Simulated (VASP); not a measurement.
# Ti (Im-3m) in VASP: single point with PBEsol

Aim: the single point of Ti with PBEsol.

Program: VASP 6.6.1. These are calculated values, not measurements. Logs are shortened: lines on timing, memory, paths and dates and some standing lists are left out, and cuts for length are marked.

### Step 1. The cell of the first run

The structure is cubic, space group Im-3m (No. 229). Conventional cell: a = 3.210 Å, b = 3.210 Å, c = 3.210 Å, α = 90.00°, β = 90.00°, γ = 90.00°. Within 3.7 Å of Ti (site symmetry m-3m) lie 14 Ti at 2.78 to 3.21 Å.

This isn't the form of Ti at room conditions, which is hcp.

### Step 2. Single point, PBEsol

File INCAR:

```
PREC = Accurate
ENCUT = 500
EDIFF = 1E-6
ISMEAR = 0
SIGMA = 0.1
LREAL = False
LASPH = True
NELM = 120
ALGO = Normal
ISIF = 2
LWAVE = False
LCHARG = False
GGA = PS
NBANDS = 12
GGA_COMPAT = False
```

File KPOINTS:

```
regular mesh
0
Gamma
  28 28 28
```

File POSCAR:

```
Ti
1.0
   -1.6050139002      1.6050139002      1.6050139002
    1.6050139002     -1.6050139002      1.6050139002
    1.6050139002      1.6050139002     -1.6050139002
Ti
1
Direct
    0.0000000000      0.0000000000      0.0000000000
```

Potentials or basis: VASP PAW PBE potentials, release 64 (Ti_sv).

Started as:

```console
> cat potpaw_PBE.64/Ti_sv/POTCAR > POTCAR
> mpirun -np 1 vasp_std > vasp.out
```

OUTCAR:

```text
PREC = Accurate
   ENCUT = 500
   EDIFF = 1E-6
   ISMEAR = 0
   LREAL = False
   LASPH = True
   NELM = 120
   ISIF = 2
   GGA = PS

 ion  position               nearest neighbor table
   1  0.000  0.000  0.000-

  LATTYP: Found a body centered cubic cell.
 ALAT       =     3.2100278004

  Lattice vectors:

 A1 = (  -1.6050139002,   1.6050139002,   1.6050139002)
 A2 = (   1.6050139002,  -1.6050139002,   1.6050139002)
 A3 = (   1.6050139002,   1.6050139002,  -1.6050139002)

Analysis of symmetry for initial positions (statically):
=====================================================================
 Subroutine PRICEL returns:
 Original cell was already a primitive cell.

 Routine SETGRP: Setting up the symmetry group for a
 body centered cubic supercell.

 Subroutine GETGRP returns: Found 48 space group operations
 (whereof 48 operations were pure point group operations)
 out of a pool of 48 trial point group operations.

The static configuration has the point symmetry O_h .

Analysis of symmetry for dynamics (positions and initial velocities):
=====================================================================
 Subroutine PRICEL returns:
 Original cell was already a primitive cell.

 Routine SETGRP: Setting up the symmetry group for a
 body centered cubic supercell.

 Subroutine GETGRP returns: Found 48 space group operations
 (whereof 48 operations were pure point group operations)
 out of a pool of 48 trial point group operations.

The dynamic configuration has the point symmetry O_h .

 Subroutine INISYM returns: Found 48 space group operations
 (whereof 48 operations are pure point group operations),
 and found     1 'primitive' translations

----------------------------------------------------------------------------------------

                                     Primitive cell

  volume of cell :      16.5385

  direct lattice vectors                    reciprocal lattice vectors
    -1.605013900  1.605013900  1.605013900     0.000000000  0.311523782  0.311523782
     1.605013900 -1.605013900  1.605013900     0.311523782  0.000000000  0.311523782
     1.605013900  1.605013900 -1.605013900     0.311523782  0.311523782  0.000000000

  length of vectors
     2.779965622  2.779965622  2.779965622     0.440561157  0.440561157  0.440561157

  position of ions in fractional coordinates (direct lattice)
     0.000000000  0.000000000  0.000000000

  ion indices of the primitive-cell ions
   primitive index   ion index
                 1           1

----------------------------------------------------------------------------------------

 KPOINTS: regular mesh

Automatic generation of k-mesh.
 Grid dimensions read from file:
 generate k-points for:   28   28   28

 Generating k-lattice:

  Cartesian coordinates                     Fractional coordinates (reciprocal lattice)
     0.000000000  0.011125849  0.011125849     0.035714286  0.000000000  0.000000000
     0.011125849  0.000000000  0.011125849     0.000000000  0.035714286  0.000000000
     0.011125849  0.011125849  0.000000000     0.000000000  0.000000000  0.035714286

  Length of vectors
     0.015734327  0.015734327  0.015734327

  Shift w.r.t. Gamma in fractional coordinates (k-lattice)
     0.000000000  0.000000000  0.000000000

 Subroutine IBZKPT returns following result:
 ===========================================

 Found    624 irreducible k-points:

 Following reciprocal coordinates:
            Coordinates               Weight
  0.000000  0.000000  0.000000      1.000000
  0.035714  0.000000  0.000000     12.000000
  0.071429  0.000000  0.000000     12.000000
  0.107143  0.000000  0.000000     12.000000
  0.142857  0.000000  0.000000     12.000000
  0.178571  0.000000  0.000000     12.000000
[... 16 lines left out ...]
  0.285714  0.035714  0.000000     48.000000
  0.321429  0.035714  0.000000     48.000000
 [... further k-points ...]
   k-points           NKPTS =    624   k-points in BZ     NKDIM =    624   number of bands    NBANDS=     12
   number of dos      NEDOS =    301   number of ions     NIONS =      1
   total plane-waves  NPLWV =   8000
   dimension x,y,z NGX =    20 NGY =   20 NGZ =   20
   dimension x,y,z NGXF=    40 NGYF=   40 NGZF=   40
   ions per type =               1
   NGX,Y,Z   is equivalent  to a cutoff of  11.96, 11.96, 11.96 a.u.
   NGXF,Y,Z  is equivalent  to a cutoff of  23.92, 23.92, 23.92 a.u.
 SYSTEM =  unknown system
   PREC   = accura    normal or accurate (medium, high low for compatibility)
   ISTART =      0    job   : 0-new  1-cont  2-samecut
   ICHARG =      2    charge: 1-file 2-atom 10-const
   ISPIN  =      1    spin polarized calculation?
   LNONCOLLINEAR =      F non collinear calculations
   LSORBIT =      F    spin-orbit coupling
   LASPH  =      T    aspherical Exc in radial PAW
   ENCUT  =  500.0 eV  36.75 Ry    6.06 a.u.   5.07  5.07  5.07*2*pi/ulx,y,z
   NELM   =    120;   NELMIN=  2; NELMDL= -5     # of ELM steps
   EDIFF  = 0.1E-05   stopping-criterion for ELM
   LREAL  =      F    real-space projection
   EDIFFG = 0.1E-04   stopping-criterion for IOM
   NSW    =      0    number of steps for IOM
   IBRION =     -1    ionic relax: 0-MD 1-quasi-New 2-CG
   NFREE  =      0    steps in history (QN), initial steepest desc. (CG)
   ISIF   =      2    stress and relaxation
   ISYM   =      2    0-nonsym 1-usesym 2-fastsym
   POTIM  = 0.5000    time-step for ionic-motion
   TEBEG  =    0.0;   TEEND  =   0.0 temperature during run
   PSTRESS=    0.0 pullay stress
   NELECT =      12.0000    total number of electrons
   NUPDOWN=      -1.0000    fix difference up-down
   EMIN   =  10.00;   EMAX   =-10.00  energy-range for DOS
   EFERMI =   0.00;   METHOD = LEGACY
   ISMEAR =     0;   SIGMA  =   0.10  broadening in eV -4-tet -1-fermi 0-gaus
   EFERMI_NEDOS =   21; number of points for ismear=-14 and -15
   IALGO  =     38    algorithm
   IMIX   =      4    mixing-type and parameters
     AMIX     =   0.40;   BMIX     =  1.00
     AMIX_MAG =   1.60;   BMIX_MAG =  1.00
  volume/ion in A,a.u.               =      16.54       111.61
  Fermi-wavevector in a.u.,A,eV,Ry     =   1.471081  2.779939 29.444068  2.164078
  Thomas-Fermi vector in A             =   2.586260
   LORBIT       =      0    0 simple, 1 ext, 2 COOP (PROOUT), +10 PAW based schemes
   GGA     = PS    functional components
   LHFCALC =     F    Hartree Fock is set to
   AEXX    =    0.0000 exact exchange contribution
   IVDW    =     0    specifies the selected vdW correction
   LEPSILON=     F    determine dielectric tensor
   LRPA    =     F    only Hartree local field effects (RPA)
 non-spin polarized calculation
 Gauss-broadening in eV      SIGMA  =   0.10
  energy-cutoff  :      500.00
  volume of cell :       16.54
 maximum number of plane-waves:       432
   NGX = 11   NGY = 11   NGZ = 11

 number of electron      12.0000006 magnetization

 Free energy of the ion-electron system (eV)
  ---------------------------------------------------
  ext. energy  EPLUGINS =         0.00000000
  ---------------------------------------------------
  free energy    TOTEN  =        -8.24097205 eV

  energy without entropy =       -8.23044640  energy(sigma->0) =       -8.23570922

 E-fermi :   8.4710     XC(G=0): -11.8673

 val. band max:        8.4682979058   @ k =  -0.2500   0.2500   0.2500
 cond. band min:       8.4711839025   @ k =   0.2500   0.2143   0.0000
 fundamental gap:      0.0028859966
 Fermi energy:         8.4710093641

 k-point     1 :       0.0000    0.0000    0.0000
  band No.  band energies     occupation
      1     -47.7292      2.00000
      2     -23.6172      2.00000
      3     -23.6172      2.00000
      4     -23.6172      2.00000
      5       2.4172      2.00000
      6       9.4996      0.00000
      7       9.4996      0.00000
      8       9.4996      0.00000
      9      11.3821      0.00000
     10      11.3821      0.00000
     11      26.2422      0.00000
     12      26.2422      0.00000

 k-point     2 :       0.0357    0.0000    0.0000
  band No.  band energies     occupation
      1     -47.7272      2.00000
      2     -23.6277      2.00000
      3     -23.6204      2.00000
      4     -23.6173      2.00000
      5       2.4635      2.00000
      6       9.4777      0.00000
      7       9.4943      0.00000
      8       9.5338      0.00000
      9      11.3551      0.00000
     10      11.3833      0.00000
     11      26.1870      0.00000
     12      26.2438      0.00000

 k-point     3 :       0.0714    0.0000    0.0000
  band No.  band energies     occupation
      1     -47.7212      2.00000
      2     -23.6586      2.00000
      3     -23.6297      2.00000
      4     -23.6175      2.00000
      5       2.6004      2.00000
      6       9.4138      0.00000
      7       9.4749      0.00000
      8       9.6356      0.00000
      9      11.2822      0.00000
     10      11.3871      0.00000
     11      26.0122      0.00000
     12      26.2331      0.00000
[... 286 lines left out ...]
 k-point    23 :       0.2857    0.0357    0.0000
  band No.  band energies     occupation
      1     -47.6201      2.00000
      2     -24.1573      2.00000
      3     -23.7848      2.00000
      4     -23.6252      2.00000
      5       5.0490      2.00000
      6       8.4632      1.08758
      7       8.7909      0.00001
      8      11.1455      0.00000
      9      11.5823      0.00000
     10      11.6421      0.00000
     11      21.3821      0.00000
     12      23.8050      0.00000

 k-point    24 :       0.3214    0.0357    0.0000
  band No.  band energies     occupation
      1     -47.6036      2.00000
      2     -24.2349      2.00000
      3     -23.8102      2.00000
      4     -23.6259      2.00000
      5       5.4079      2.00000
      6       8.3254      1.96058
      7       8.8310      0.00000
      8      11.2257      0.00000
      9      11.6309      0.00000
     10      12.0350      0.00000
     11      20.4138      0.00000
     12      23.3176      0.00000

 [... further k-points ...]

------------------------ aborting loop because EDIFF is reached ----------------------------------------

  FORCE on cell =-STRESS in cart. coord.  units (eV):
  Direction    XX          YY          ZZ          XY          YZ          ZX
  --------------------------------------------------------------------------------------
  -------------------------------------------------------------------------------------
  Total       -0.0368948     -0.0368948     -0.0368948      0.0000000      0.0000000     -0.0000000
  in kB       -3.5742082     -3.5742082     -3.5742082      0.0000000      0.0000000     -0.0000000
  external PRESSURE =      -3.5742082 kB  Pullay stress =       0.0000000 kB

 VOLUME and BASIS-vectors are now :
 -----------------------------------------------------------------------------
  energy-cutoff  :      500.00
  volume of cell :       16.54
      direct lattice vectors                 reciprocal lattice vectors
    -1.605013900  1.605013900  1.605013900     0.000000000  0.311523782  0.311523782
     1.605013900 -1.605013900  1.605013900     0.311523782  0.000000000  0.311523782
     1.605013900  1.605013900 -1.605013900     0.311523782  0.311523782  0.000000000

 POSITION                                       TOTAL-FORCE (eV/Angst)
 -----------------------------------------------------------------------------------
      0.00000      0.00000      0.00000         0.000000      0.000000      0.000000
 -----------------------------------------------------------------------------------
    total drift:                                0.000000     -0.000000      0.000000

  FREE ENERGIE OF THE ION-ELECTRON SYSTEM (eV)
  ---------------------------------------------------
  free  energy   TOTEN  =        -8.2409720536 eV

  energy  without entropy=       -8.2304463956  energy(sigma->0) =       -8.23570922
```

It took 1.9 min on 1 thread of Intel Xeon 8259CL, shared host; peak memory 0.22 GiB.

What came out:

* Free energy: -8.2410 eV
* Pressure: -0.4 GPa
* Band gap on the k mesh: zero (bands 6 and 7 overlap by 1.73 eV)

Levels at points of the mesh, in eV from the Fermi level:
```
           k point  band 4  band 5  band 6  band 7  band 8  band 9
(0.00, 0.00, 0.00)  -32.09   -6.05    1.03    1.03    1.03    2.91
(0.50, 0.00, 0.00)  -32.09   -2.58   -0.45    1.31    2.91    3.28
(0.50, 0.50, 0.50)  -32.63   -2.27   -2.27    4.18    4.18    4.18
```

Caveat: the PAW data sets were made with another functional, which shifts forces and pressure a little.
